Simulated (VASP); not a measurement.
# CoSi2 (Fm-3m) in VASP: notebook

The runs below take CoSi2 through single point, with PBEsol.

Program: VASP 6.6.1. These are calculated values, not measurements. Logs are shortened: lines on timing, memory, paths and dates and some standing lists are left out, and cuts for length are marked.

## (1) The cell of the first run

Symmetry: Fm-3m, No. 225, cubic system. Conventional cell: a = 5.091 Å, b = 5.091 Å, c = 5.091 Å, α = 90.00°, β = 90.00°, γ = 90.00°. Co (site symmetry m-3m) has 8 Si at 2.20 Å within 2.9 Å. Within 2.9 Å of Si (site symmetry -43m) lie 4 Co at 2.20 Å and 6 Si at 2.55 Å.

## (2) Single point, PBEsol, collinear spin, ferromagnetic start (11.00 Å³/atom)

File INCAR:

```
SYSTEM = CoSi2
PREC     = Accurate       ! precision mode
ENCUT    = 520            ! plane-wave cutoff, eV
EDIFF    = 1E-6           ! SCF threshold, eV
ISMEAR   = 0              ! smearing method
SIGMA    = 0.15           ! smearing width, eV
LREAL    = .FALSE.        ! projectors in reciprocal space
LASPH    = .TRUE.         ! aspherical terms in the spheres
NELM     = 150            ! most SCF steps
ALGO     = Normal         ! electronic algorithm
ISIF     = 2              ! what is computed and relaxed
LWAVE    = .FALSE.        ! write WAVECAR
LCHARG   = .TRUE.         ! write CHGCAR
ISPIN    = 2              ! spin polarisation
MAGMOM   = 1.65 0 0       ! initial moments
LORBIT   = 11             ! projections on sites
NUPDOWN  = 1.65           ! fixed moment
LMAXMIX  = 4              ! l up to which the mixer works
GGA      = PS             ! functional
LELF     = .TRUE.         ! ELF
LVHAR    = .TRUE.       
NBANDS   = 20             ! bands
```

File KPOINTS:

```
Automatic mesh
0
G
  14 14 14
  0 0 0
```

File POSCAR:

```
CoSi2
1.0
    0.0000000000      2.5455130630      2.5455130630
    2.5455130630      0.0000000000      2.5455130630
    2.5455130630      2.5455130630      0.0000000000
Co Si
1 2
Direct
    0.0000000000      0.0000000000      0.0000000000
    0.2500000000      0.2500000000      0.2500000000
    0.7500000000      0.7500000000      0.7500000000
```

Potentials or basis: VASP PAW PBE potentials, release 64 (Co, Si).

Run with:

```console
$ cat potpaw_PBE.64/Co/POTCAR potpaw_PBE.64/Si/POTCAR > POTCAR
$ mpirun -np 1 vasp_std > vasp.out
```

OUTCAR:

```text
SYSTEM = CoSi2
   PREC = Accurate
   ENCUT = 520
   EDIFF = 1E-6
   ISMEAR = 0
   LREAL = .FALSE.
   LASPH = .TRUE.
   NELM = 150
   ISIF = 2
   ISPIN = 2
   LORBIT = 11
   NUPDOWN = 1.65
   GGA = PS

 ion  position               nearest neighbor table
   1  0.000  0.000  0.000-   3 2.20   3 2.20   3 2.20   2 2.20   3 2.20   2 2.20   2 2.20   2 2.20

   2  0.250  0.250  0.250-   1 2.20   1 2.20   1 2.20   1 2.20   3 2.55   3 2.55   3 2.55   3 2.55
                             3 2.55   3 2.55
   3  0.750  0.750  0.750-   1 2.20   1 2.20   1 2.20   1 2.20   2 2.55   2 2.55   2 2.55   2 2.55
                             2 2.55   2 2.55

  LATTYP: Found a face centered cubic cell.
 ALAT       =     5.0910261260

  Lattice vectors:

 A1 = (   0.0000000000,   2.5455130630,   2.5455130630)
 A2 = (   2.5455130630,   0.0000000000,   2.5455130630)
 A3 = (   2.5455130630,   2.5455130630,   0.0000000000)

Analysis of symmetry for initial positions (statically):
=====================================================================
 Subroutine PRICEL returns:
 Original cell was already a primitive cell.

 Routine SETGRP: Setting up the symmetry group for a
 face centered cubic supercell.

 Subroutine GETGRP returns: Found 48 space group operations
 (whereof 48 operations were pure point group operations)
 out of a pool of 48 trial point group operations.

The static configuration has the point symmetry O_h .

Analysis of symmetry for dynamics (positions and initial velocities):
=====================================================================
 Subroutine PRICEL returns:
 Original cell was already a primitive cell.

 Routine SETGRP: Setting up the symmetry group for a
 face centered cubic supercell.

 Subroutine GETGRP returns: Found 48 space group operations
 (whereof 48 operations were pure point group operations)
 out of a pool of 48 trial point group operations.

The dynamic configuration has the point symmetry O_h .

Analysis of structural, dynamic, and magnetic symmetry:
=====================================================================
 Subroutine PRICEL returns:
 Original cell was already a primitive cell.

 Routine SETGRP: Setting up the symmetry group for a
 face centered cubic supercell.

 Subroutine GETGRP returns: Found 48 space group operations
 (whereof 48 operations were pure point group operations)
 out of a pool of 48 trial point group operations.

The overall configuration has the point symmetry O_h .

 Subroutine INISYM returns: Found 48 space group operations
[... 116 lines left out ...]
   IALGO  =     38    algorithm
   IMIX   =      4    mixing-type and parameters
     AMIX     =   0.40;   BMIX     =  1.00
     AMIX_MAG =   1.60;   BMIX_MAG =  1.00
  volume/ion in A,a.u.               =      11.00        74.20
  Fermi-wavevector in a.u.,A,eV,Ry     =   1.312520  2.480302 23.438863  1.722708
  Thomas-Fermi vector in A             =   2.442906
   LORBIT       =     11    0 simple, 1 ext, 2 COOP (PROOUT), +10 PAW based schemes
   GGA     = PS    functional components
   LHFCALC =     F    Hartree Fock is set to
   AEXX    =    0.0000 exact exchange contribution
   IVDW    =     0    specifies the selected vdW correction
   LEPSILON=     F    determine dielectric tensor
   LRPA    =     F    only Hartree local field effects (RPA)
 spin polarized calculation
 Gauss-broadening in eV      SIGMA  =   0.15
  energy-cutoff  :      520.00
  volume of cell :       32.99
 maximum number of plane-waves:       905
   NGX = 13   NGY = 13   NGZ = 13

 number of electron      16.9999999 magnetization       1.6500000

 Free energy of the ion-electron system (eV)
  ---------------------------------------------------
  ext. energy  EPLUGINS =         0.00000000
  ---------------------------------------------------
  free energy    TOTEN  =       -19.01775717 eV

  energy without entropy =      -18.99469198  energy(sigma->0) =      -19.00622458

 E-fermi :  11.4294     XC(G=0): -12.5702

 val. band max:       14.5737926794   @ k =  -0.4286   0.1429   0.0000
 cond. band min:      11.4550785328   @ k =   0.4286   0.2143   0.0714
 fundamental gap:     -3.1187141466
 Fermi energy:        14.5741316102

 spin component 1

 k-point     1 :       0.0000    0.0000    0.0000
  band No.  band energies     occupation
      1      -2.3649      1.00000
      2       6.9938      1.00000
      3       6.9938      1.00000
      4       6.9938      1.00000
      5       9.1766      1.00000
      6       9.1766      1.00000
[... 541 lines left out ...]
     19      27.8109      0.00000
     20      30.1892      0.00000

 [... further k-points ...]

 spin component 2

 k-point     1 :       0.0000    0.0000    0.0000
  band No.  band energies     occupation
      1      -1.9529      1.00000
      2       7.6117      1.00000
      3       7.6117      1.00000
      4       7.6117      1.00000
      5       9.9861      1.00000
      6       9.9861      1.00000
[... 541 lines left out ...]
     19      28.2015      0.00000
     20      30.6499      0.00000

 [... further k-points ...]
[... 5 lines left out ...]
  --------------------------------------------------------------------------------------
  -------------------------------------------------------------------------------------
  Total        9.3655773      9.3655773      9.3655773      0.0000000     -0.0000000     -0.0000000
  in kB      454.8719423    454.8719423    454.8719423      0.0000000     -0.0000000     -0.0000000
  external PRESSURE =     454.8719423 kB  Pullay stress =       0.0000000 kB

 VOLUME and BASIS-vectors are now :
 -----------------------------------------------------------------------------
  energy-cutoff  :      520.00
  volume of cell :       32.99
      direct lattice vectors                 reciprocal lattice vectors
     0.000000000  2.545513063  2.545513063    -0.196424056  0.196424056  0.196424056
     2.545513063  0.000000000  2.545513063     0.196424056 -0.196424056  0.196424056
     2.545513063  2.545513063  0.000000000     0.196424056  0.196424056 -0.196424056

 POSITION                                       TOTAL-FORCE (eV/Angst)
 -----------------------------------------------------------------------------------
      0.00000      0.00000      0.00000        -0.000000     -0.000000     -0.000000
      1.27276      1.27276      1.27276         0.000000      0.000000      0.000000
      3.81827      3.81827      3.81827        -0.000000      0.000000     -0.000000
 -----------------------------------------------------------------------------------
    total drift:                               -0.000000     -0.000000      0.000000

  FREE ENERGIE OF THE ION-ELECTRON SYSTEM (eV)
  ---------------------------------------------------
  free  energy   TOTEN  =       -19.0177571702 eV

  energy  without entropy=      -18.9946919819  energy(sigma->0) =      -19.00622458

 total charge

# of ion       s       p       d       tot
------------------------------------------
    1        0.633   0.909   7.746   9.288
    2        0.754   0.966   0.000   1.720
    3        0.754   0.966   0.000   1.720
--------------------------------------------------
tot          2.142   2.840   7.746  12.728

 magnetization (x)

# of ion       s       p       d       tot
------------------------------------------
    1        0.018   0.207   0.779   1.003
    2        0.042   0.099   0.000   0.141
    3        0.042   0.099   0.000   0.141
--------------------------------------------------
tot          0.102   0.404   0.779   1.285
```

stdout:

```text
POSCAR found type information on POSCAR CoSi
 POSCAR found :  2 types and       3 ions
 scaLAPACK will be used
 -----------------------------------------------------------------------------
|                                                                             |
|                                                                             |
|     You enforced a specific xc type in the INCAR file but a different       |
|     I HOPE YOU KNOW WHAT YOU ARE DOING!                                     |
|                                                                             |
 -----------------------------------------------------------------------------

 LDA part: xc-table for (Slater+PW92), standard interpolation
 POSCAR, INCAR and KPOINTS ok, starting setup
 FFT: planning ... GRIDC
 FFT: planning ... GRID_SOFT
 FFT: planning ... GRID
 WAVECAR not read
 entering main loop
```

It took 66 s on 1 thread of Intel Xeon 6975P-C (Granite Rapids), shared host; peak memory 0.24 GiB.

Results:

* Free energy: -19.0178 eV
* Pressure: 45.5 GPa
* Net moment: 1.65 μB per cell
* Site moments: Co +1.00; Si +0.14 μB
* Valence electrons inside the program's atomic spheres: Co 9.29; Si 1.72

Caveat: the cell stands under pressure; the PAW data sets were made with another functional, which shifts forces and pressure a little; the total moment is fixed, so each spin has its own Fermi level.

[end of part 1 of 2]
